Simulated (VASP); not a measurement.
# InAs (F-43m) in VASP: further runs, part 2 of 2

VASP 6.6.1. The steps go on from the part before.

## 4. Single point, r2SCAN

This run uses another cell than the first one, of 27.60 Å³/atom.

POSCAR

```
InAs
1.0
    0.0000000000      3.0221329880      3.0221329880
    3.0221329880      0.0000000000      3.0221329880
    3.0221329880      3.0221329880      0.0000000000
In As
1 1
Direct
    0.0000000000      0.0000000000      0.0000000000
    0.7500000000      0.7500000000      0.7500000000
```

INCAR.step1

```
  PREC = Accurate
  ENCUT = 520
  ISMEAR = -1
  SIGMA = 0.1
  LREAL = False
  LASPH = True
  NELM = 100
  NBANDS = 16
  GGA = PE
  ALGO = Normal
  EDIFF = 1E-4
  LWAVE = True
  LCHARG = False
```

INCAR.step2

```
  PREC = Accurate
  ENCUT = 520
  EDIFF = 1E-6
  ISMEAR = -1
  SIGMA = 0.1
  LREAL = False
  LASPH = True
  NELM = 100
  ALGO = Normal
  ISIF = 2
  LWAVE = False
  LCHARG = False
  METAGGA = R2SCAN
  LMIXTAU = True
  NBANDS = 16
  ISTART = 1
```

KPOINTS

```
regular mesh
0
Gamma
  14 14 14
```

Potentials or basis: VASP PAW PBE potentials, release 64 (In_d, As).

Launch:

```console
cat potpaw_PBE.64/In_d/POTCAR potpaw_PBE.64/As/POTCAR > POTCAR
cp INCAR.step1 INCAR
mpirun -np 1 vasp_std > vasp.out
cp INCAR.step2 INCAR
mpirun -np 1 vasp_std > vasp.out
```

OUTCAR:

```text
PREC = Accurate
   ENCUT = 520
   EDIFF = 1E-6
   ISMEAR = -1
   LREAL = False
   LASPH = True
   NELM = 100
   ISIF = 2
   METAGGA = R2SCAN
   ISTART = 1

 ion  position               nearest neighbor table
   1  0.000  0.000  0.000-   2 2.62   2 2.62   2 2.62   2 2.62
   2  0.750  0.750  0.750-   1 2.62   1 2.62   1 2.62   1 2.62

  LATTYP: Found a face centered cubic cell.
 ALAT       =     6.0442659760

  Lattice vectors:

 A1 = (   0.0000000000,   3.0221329880,   3.0221329880)
 A2 = (   3.0221329880,   0.0000000000,   3.0221329880)
 A3 = (   3.0221329880,   3.0221329880,   0.0000000000)

Analysis of symmetry for initial positions (statically):
=====================================================================
 Subroutine PRICEL returns:
 Original cell was already a primitive cell.

 Routine SETGRP: Setting up the symmetry group for a
 face centered cubic supercell.

 Subroutine GETGRP returns: Found 24 space group operations
 (whereof 24 operations were pure point group operations)
 out of a pool of 48 trial point group operations.

The static configuration has the point symmetry T_d .

Analysis of symmetry for dynamics (positions and initial velocities):
=====================================================================
 Subroutine PRICEL returns:
 Original cell was already a primitive cell.

 Routine SETGRP: Setting up the symmetry group for a
 face centered cubic supercell.

 Subroutine GETGRP returns: Found 24 space group operations
 (whereof 24 operations were pure point group operations)
 out of a pool of 48 trial point group operations.

The dynamic configuration has the point symmetry T_d .

 Subroutine INISYM returns: Found 24 space group operations
[... 108 lines left out ...]
   NELECT =      18.0000    total number of electrons
   NUPDOWN=      -1.0000    fix difference up-down
   EMIN   =  10.00;   EMAX   =-10.00  energy-range for DOS
   EFERMI =   0.00;   METHOD = LEGACY
   ISMEAR =    -1;   SIGMA  =   0.10  broadening in eV -4-tet -1-fermi 0-gaus
   EFERMI_NEDOS =   21; number of points for ismear=-14 and -15
   IALGO  =     38    algorithm
   IMIX   =      4    mixing-type and parameters
     AMIX     =   0.40;   BMIX     =  1.00
     AMIX_MAG =   1.60;   BMIX_MAG =  1.00
  volume/ion in A,a.u.               =      27.60       186.27
  Fermi-wavevector in a.u.,A,eV,Ry     =   1.126788  2.129320 17.274644  1.269651
  Thomas-Fermi vector in A             =   2.263471
   LORBIT       =      0    0 simple, 1 ext, 2 COOP (PROOUT), +10 PAW based schemes
   METAGGA = R2SCAN    functional components
   LHFCALC =     F    Hartree Fock is set to
   AEXX    =    0.0000 exact exchange contribution
   IVDW    =     0    specifies the selected vdW correction
   LEPSILON=     F    determine dielectric tensor
   LRPA    =     F    only Hartree local field effects (RPA)
 non-spin polarized calculation
  energy-cutoff  :      520.00
  volume of cell :       55.20
 maximum number of plane-waves:      1524
   NGX = 15   NGY = 15   NGZ = 15

 number of electron      17.9999990 magnetization

 Free energy of the ion-electron system (eV)
  ---------------------------------------------------
  ext. energy  EPLUGINS =         0.00000000
  ---------------------------------------------------
  free energy    TOTEN  =       -38.05109990 eV

  energy without entropy =      -38.05073159  energy(sigma->0) =      -38.05091574

 E-fermi :   4.6392     XC(G=0):  -9.6640

 val. band max:        4.5435978759   @ k =   0.0000   0.0000   0.0000
 cond. band min:       5.3025372669   @ k =   0.0714   0.0000   0.0000
 fundamental gap:      0.7589393911
 Fermi energy:         4.6392079360

 k-point     1 :       0.0000    0.0000    0.0000
  band No.  band energies     occupation
      1     -10.5641      2.00000
      2     -10.5641      2.00000
      3     -10.5641      2.00000
      4     -10.4155      2.00000
      5     -10.4155      2.00000
      6      -8.0238      2.00000
[... 433 lines left out ...]
      3     -10.5307      2.00000
      4     -10.4257      2.00000
      5     -10.4067      2.00000
      6      -7.2626      2.00000
[... 8 lines left out ...]
     15      14.5930      0.00000
     16      14.6914      0.00000

 [... further k-points ...]

------------------------ aborting loop because EDIFF is reached ----------------------------------------

  FORCE on cell =-STRESS in cart. coord.  units (eV):
  Direction    XX          YY          ZZ          XY          YZ          ZX
  --------------------------------------------------------------------------------------
  -------------------------------------------------------------------------------------
  Total        0.6874012      0.6874012      0.6874012     -0.0000000      0.0000000      0.0000000
  in kB       19.9503334     19.9503334     19.9503334     -0.0000000      0.0000000      0.0000000
  external PRESSURE =      19.9503334 kB  Pullay stress =       0.0000000 kB

 VOLUME and BASIS-vectors are now :
 -----------------------------------------------------------------------------
  energy-cutoff  :      520.00
  volume of cell :       55.20
      direct lattice vectors                 reciprocal lattice vectors
     0.000000000  3.022132988  3.022132988    -0.165446061  0.165446061  0.165446061
     3.022132988  0.000000000  3.022132988     0.165446061 -0.165446061  0.165446061
     3.022132988  3.022132988  0.000000000     0.165446061  0.165446061 -0.165446061

 POSITION                                       TOTAL-FORCE (eV/Angst)
 -----------------------------------------------------------------------------------
      0.00000      0.00000      0.00000         0.000000      0.000000     -0.000000
      4.53320      4.53320      4.53320        -0.000000     -0.000000      0.000000
 -----------------------------------------------------------------------------------
    total drift:                                0.000003      0.000003      0.000004

  FREE ENERGIE OF THE ION-ELECTRON SYSTEM (eV)
  ---------------------------------------------------
  free  energy   TOTEN  =       -38.0510998989 eV

  energy  without entropy=      -38.0507315882  energy(sigma->0) =      -38.05091574
```

OUTCAR.step1:

```text
PREC = Accurate
   ENCUT = 520
   ISMEAR = -1
   LREAL = False
   LASPH = True
[... 676 lines left out ...]
      0.00000      0.00000      0.00000         0.000000      0.000000      0.000000
      4.53320      4.53320      4.53320        -0.000000     -0.000000     -0.000000
 -----------------------------------------------------------------------------------
    total drift:                                0.000000      0.000000      0.000000

  FREE ENERGIE OF THE ION-ELECTRON SYSTEM (eV)
  ---------------------------------------------------
  free  energy   TOTEN  =        -7.6715570316 eV

  energy  without entropy=       -7.6710215196  energy(sigma->0) =       -7.67128928
```

OSZICAR.step1:

```text
N       E                     dE             d eps       ncg     rms          rms(c)
DAV:   1     0.115264701088E+03    0.11526E+03   -0.82880E+03  3344   0.121E+03
DAV:   2    -0.894907036593E-01   -0.11535E+03   -0.11056E+03  3648   0.301E+02
DAV:   3    -0.774444165616E+01   -0.76550E+01   -0.76172E+01  4336   0.761E+01
DAV:   4    -0.793877716854E+01   -0.19434E+00   -0.19429E+00  4144   0.133E+01
DAV:   5    -0.794765719526E+01   -0.88800E-02   -0.88799E-02  4896   0.244E+00    0.456E+00
DAV:   6    -0.769506569664E+01    0.25259E+00   -0.37299E-01  5288   0.103E+01    0.254E+00
DAV:   7    -0.766968371364E+01    0.25382E-01   -0.11721E-01  4568   0.306E+00    0.729E-01
DAV:   8    -0.767075218685E+01   -0.10685E-02   -0.13866E-02  4280   0.134E+00    0.198E-01
DAV:   9    -0.767133452188E+01   -0.58234E-03   -0.97474E-04  4128   0.265E-01    0.117E-01
DAV:  10    -0.767150840142E+01   -0.17388E-03   -0.21150E-04  4192   0.211E-01    0.620E-02
DAV:  11    -0.767155703157E+01   -0.48630E-04   -0.10880E-04  3656   0.125E-01
   1 F= -.76715570E+01 E0= -.76712893E+01  d E =-.535512E-03
```

Run time: 3.5 min. Hardware: 1 thread of Intel Xeon Platinum 8259CL at 2.50GHz (Skylake/Cascade Lake), shared host; peak memory 0.25 GiB.

What came out:

* Free energy: -38.0511 eV
* Pressure: 2.0 GPa
* Band gap on the k mesh: 0.26 eV

Levels at points of the mesh, in eV from the valence-band top:
```csv
k point,band 7,band 8,band 9,band 10,band 11,band 12
"(0.00, 0.00, 0.00)",0.00,0.00,0.00,0.26,4.27,4.27
"(0.50, 0.00, 0.00)",-5.89,-1.02,-1.02,1.33,5.05,5.05
"(0.50, 0.50, 0.00)",-5.94,-2.40,-2.40,1.83,2.36,9.85
```

Caveat: semilocal functionals underestimate gaps, and a narrow one can read as zero; the PAW data sets were made with another functional, which shifts forces and pressure a little; spin-orbit coupling is left out, which moves the levels of the heavy elements.

## 5. Single point, r2SCAN

This run uses another cell than the first one, of 28.04 Å³/atom.

POSCAR

```
InAs
1.0
    0.0000000000      3.0380364362      3.0380364362
    3.0380364362      0.0000000000      3.0380364362
    3.0380364362      3.0380364362      0.0000000000
In As
1 1
Direct
    0.0000000000      0.0000000000      0.0000000000
    0.7500000000      0.7500000000      0.7500000000
```

INCAR.step1

```
SYSTEM = InAs
PREC = Accurate ; ENCUT = 520
ISMEAR = -1 ; SIGMA = 0.1
LREAL = .FALSE. ; LASPH = .TRUE.
NELM = 80 ; NBANDS = 16
GGA = PE ; ALGO = Normal
EDIFF = 1E-4 ; LWAVE = .TRUE.
LCHARG = .FALSE.
```

INCAR.step2

```
SYSTEM = InAs
PREC = Accurate ; ENCUT = 520
EDIFF = 1E-7 ; ISMEAR = -1
SIGMA = 0.1 ; LREAL = .FALSE.
LASPH = .TRUE. ; NELM = 80
ALGO = Normal ; ISIF = 2
LWAVE = .FALSE. ; LCHARG = .FALSE.
METAGGA = R2SCAN ; LMIXTAU = .TRUE.
NBANDS = 16 ; ISTART = 1
```

KPOINTS

```
Automatic mesh
0
G
  14 14 14
  0 0 0
```

Launch:

```console
cat potpaw_PBE.64/In_d/POTCAR potpaw_PBE.64/As/POTCAR > POTCAR
cp INCAR.step1 INCAR
mpirun -np 1 vasp_std > vasp.out
cp INCAR.step2 INCAR
mpirun -np 1 vasp_std > vasp.out
```

Run time: 3.9 min. Hardware: 1 thread of Intel Xeon Platinum 8259CL at 2.50GHz (Skylake/Cascade Lake), shared host; peak memory 0.25 GiB.

Results (log left out):

```
Free energy            : -38.0595 eV
Pressure               : 1.0 GPa
Band gap on the k mesh : 0.17 eV
```

Levels at points of the mesh, in eV from the valence-band top:
| k point | band 5 | band 6 | band 7 | band 8 | band 9 | band 10 | band 11 | band 12 | band 13 | band 14 |
| --- | --- | --- | --- | --- | --- | --- | --- | --- | --- | --- |
| (0.00, 0.00, 0.00) | -14.68 | -12.21 | 0.00 | 0.00 | 0.00 | 0.17 | 4.27 | 4.27 | 4.27 | 8.02 |
| (0.50, 0.00, 0.00) | -14.67 | -10.71 | -5.80 | -0.99 | -0.99 | 1.29 | 5.04 | 5.04 | 7.27 | 9.59 |
| (0.50, 0.50, 0.00) | -14.66 | -10.16 | -5.87 | -2.34 | -2.34 | 1.85 | 2.35 | 9.74 | 9.84 | 9.84 |

Caveat: the smearing spreads over this small gap; semilocal functionals underestimate gaps, and a narrow one can read as zero; the PAW data sets were made with another functional, which shifts forces and pressure a little; spin-orbit coupling is left out, which moves the levels of the heavy elements.

## 6. Single point, r2SCAN

This run uses another cell than the first one, of 28.50 Å³/atom.

POSCAR

```
InAs
1.0
    0.0000000000      3.0546306554      3.0546306554
    3.0546306554      0.0000000000      3.0546306554
    3.0546306554      3.0546306554      0.0000000000
In As
1 1
Direct
    0.0000000000      0.0000000000      0.0000000000
    0.7500000000      0.7500000000      0.7500000000
```

INCAR.step1

```
PREC = Accurate ; ENCUT = 520
ISMEAR = -1 ; SIGMA = 0.1
LREAL = F ; LASPH = T
NELM = 60 ; NBANDS = 16
GGA = PE ; ALGO = Normal
EDIFF = 1E-4 ; LWAVE = T
LCHARG = F
```

INCAR.step2

```
PREC = Accurate ; ENCUT = 520
EDIFF = 1E-6 ; ISMEAR = -1
SIGMA = 0.1 ; LREAL = F
LASPH = T ; NELM = 60
ALGO = Normal ; ISIF = 2
LWAVE = F ; LCHARG = T
METAGGA = R2SCAN ; LMIXTAU = T
LELF = T ; LVHAR = T
NBANDS = 16 ; ISTART = 1
```

KPOINTS

```
regular mesh
0
Gamma
  14 14 14
```

Potentials or basis: VASP PAW PBE potentials, release 64 (In_d, As).

Launch:

```console
cat potpaw_PBE.64/In_d/POTCAR potpaw_PBE.64/As/POTCAR > POTCAR
cp INCAR.step1 INCAR
mpirun -np 1 vasp_std > vasp.out
cp INCAR.step2 INCAR
mpirun -np 1 vasp_std > vasp.out
```

OUTCAR:

```text
PREC = Accurate
   ENCUT = 520
   EDIFF = 1E-6
   ISMEAR = -1
   LREAL = F
   LASPH = T
   NELM = 60
   ISIF = 2
   METAGGA = R2SCAN
   ISTART = 1

 ion  position               nearest neighbor table
   1  0.000  0.000  0.000-   2 2.65   2 2.65   2 2.65   2 2.65
   2  0.750  0.750  0.750-   1 2.65   1 2.65   1 2.65   1 2.65

  LATTYP: Found a face centered cubic cell.
 ALAT       =     6.1092613108

  Lattice vectors:

 A1 = (   0.0000000000,   3.0546306554,   3.0546306554)
 A2 = (   3.0546306554,   0.0000000000,   3.0546306554)
 A3 = (   3.0546306554,   3.0546306554,   0.0000000000)

Analysis of symmetry for initial positions (statically):
=====================================================================
 Subroutine PRICEL returns:
 Original cell was already a primitive cell.

 Routine SETGRP: Setting up the symmetry group for a
 face centered cubic supercell.

 Subroutine GETGRP returns: Found 24 space group operations
 (whereof 24 operations were pure point group operations)
 out of a pool of 48 trial point group operations.

The static configuration has the point symmetry T_d .

Analysis of symmetry for dynamics (positions and initial velocities):
[... 159 lines left out ...]

 val. band max:        4.0447243127   @ k =   0.0000   0.0000   0.0000
 cond. band min:       4.8595732188   @ k =   0.0714   0.0000   0.0000
 fundamental gap:      0.8148489061
 Fermi energy:         4.2980975789

 k-point     1 :       0.0000    0.0000    0.0000
  band No.  band energies     occupation
      1     -10.8259      2.00000
      2     -10.8259      2.00000
      3     -10.8259      2.00000
      4     -10.6916      2.00000
      5     -10.6916      2.00000
      6      -8.1355      2.00000
[... 433 lines left out ...]
      3     -10.7962      2.00000
      4     -10.7005      2.00000
      5     -10.6837      2.00000
      6      -7.4186      2.00000
[... 8 lines left out ...]
     15      14.1955      0.00000
     16      14.2550      0.00000

 [... further k-points ...]

------------------------ aborting loop because EDIFF is reached ----------------------------------------

  FORCE on cell =-STRESS in cart. coord.  units (eV):
  Direction    XX          YY          ZZ          XY          YZ          ZX
  --------------------------------------------------------------------------------------
  -------------------------------------------------------------------------------------
  Total        0.0004199      0.0004199      0.0004199     -0.0000000      0.0000000      0.0000000
  in kB        0.0118009      0.0118009      0.0118009     -0.0000000      0.0000000      0.0000000
  external PRESSURE =       0.0118009 kB  Pullay stress =       0.0000000 kB

 VOLUME and BASIS-vectors are now :
 -----------------------------------------------------------------------------
  energy-cutoff  :      520.00
  volume of cell :       57.00
      direct lattice vectors                 reciprocal lattice vectors
     0.000000000  3.054630655  3.054630655    -0.163685910  0.163685910  0.163685910
     3.054630655  0.000000000  3.054630655     0.163685910 -0.163685910  0.163685910
     3.054630655  3.054630655  0.000000000     0.163685910  0.163685910 -0.163685910

 POSITION                                       TOTAL-FORCE (eV/Angst)
 -----------------------------------------------------------------------------------
      0.00000      0.00000      0.00000         0.000000      0.000000      0.000000
      4.58195      4.58195      4.58195        -0.000000     -0.000000     -0.000000
 -----------------------------------------------------------------------------------
    total drift:                                0.000002      0.000002      0.000002

  FREE ENERGIE OF THE ION-ELECTRON SYSTEM (eV)
  ---------------------------------------------------
  free  energy   TOTEN  =       -38.0624971235 eV

  energy  without entropy=      -38.0620580562  energy(sigma->0) =      -38.06227759
```

OSZICAR.step1:

```text
N       E                     dE             d eps       ncg     rms          rms(c)
DAV:   1     0.115225790696E+03    0.11523E+03   -0.82869E+03  3336   0.120E+03
DAV:   2    -0.205827087286E+00   -0.11543E+03   -0.11073E+03  3648   0.298E+02
DAV:   3    -0.776693526005E+01   -0.75611E+01   -0.75253E+01  4272   0.752E+01
DAV:   4    -0.796277957470E+01   -0.19584E+00   -0.19579E+00  4176   0.134E+01
DAV:   5    -0.797180484533E+01   -0.90253E-02   -0.90251E-02  4864   0.244E+00    0.433E+00
DAV:   6    -0.772646631419E+01    0.24534E+00   -0.37247E-01  5288   0.997E+00    0.240E+00
DAV:   7    -0.770394227286E+01    0.22524E-01   -0.11021E-01  4496   0.285E+00    0.717E-01
DAV:   8    -0.770513170317E+01   -0.11894E-02   -0.12758E-02  4216   0.127E+00    0.180E-01
DAV:   9    -0.770573942205E+01   -0.60772E-03   -0.95587E-04  4088   0.269E-01    0.108E-01
DAV:  10    -0.770590446638E+01   -0.16504E-03   -0.18804E-04  4232   0.187E-01    0.574E-02
DAV:  11    -0.770595326883E+01   -0.48802E-04   -0.11127E-04  3720   0.117E-01
   1 F= -.77059533E+01 E0= -.77056187E+01  d E =-.669229E-03
```

Run time: 3.7 min. Hardware: 1 thread of Intel Xeon Platinum 8259CL at 2.50GHz (Skylake/Cascade Lake), shared host; peak memory 0.25 GiB.

What came out:

| Item | Value |
| --- | --- |
| Free energy | -38.0625 eV |
| Pressure | 0.0 GPa |
| Band gap on the k mesh | 0.08 eV |

Caveat: the smearing spreads over this small gap; semilocal functionals underestimate gaps, and a narrow one can read as zero; the PAW data sets were made with another functional, which shifts forces and pressure a little; spin-orbit coupling is left out, which moves the levels of the heavy elements.

## 7. The runs side by side

| cell | gap on the mesh (eV) | pressure (GPa) |
| --- | --- | --- |
| a = 4.183 Å, angles 60.0°, 2 atoms | 0.62 | 7.0 |
| a = 4.234 Å, angles 60.0°, 2 atoms | 0.41 | 4.0 |
| a = 4.274 Å, angles 60.0°, 2 atoms | 0.26 | 2.0 |
| a = 4.296 Å, angles 60.0°, 2 atoms | 0.17 | 1.0 |
| a = 4.320 Å, angles 60.0°, 2 atoms | 0.08 | 0.0 |

Alike in all rows: task single point; level r2SCAN; potentials or basis VASP PAW PBE potentials, release 64 (In_d, As); no spin polarisation; k mesh 14 × 14 × 14; cutoff (eV) 520; smearing fermi-dirac 0.1 eV.

Caveats: semilocal functionals underestimate gaps, and a narrow one can read as zero; the PAW data sets were made with another functional, which shifts forces and pressure a little; spin-orbit coupling is left out, which moves the levels of the heavy elements; the cell stands under pressure (at least some runs); the smearing spreads over this small gap (at least some runs).

Absolute energies hang on the potentials; compare differences alone.

The gap in the log of VASP goes by the Fermi energy; the results here count the filled bands.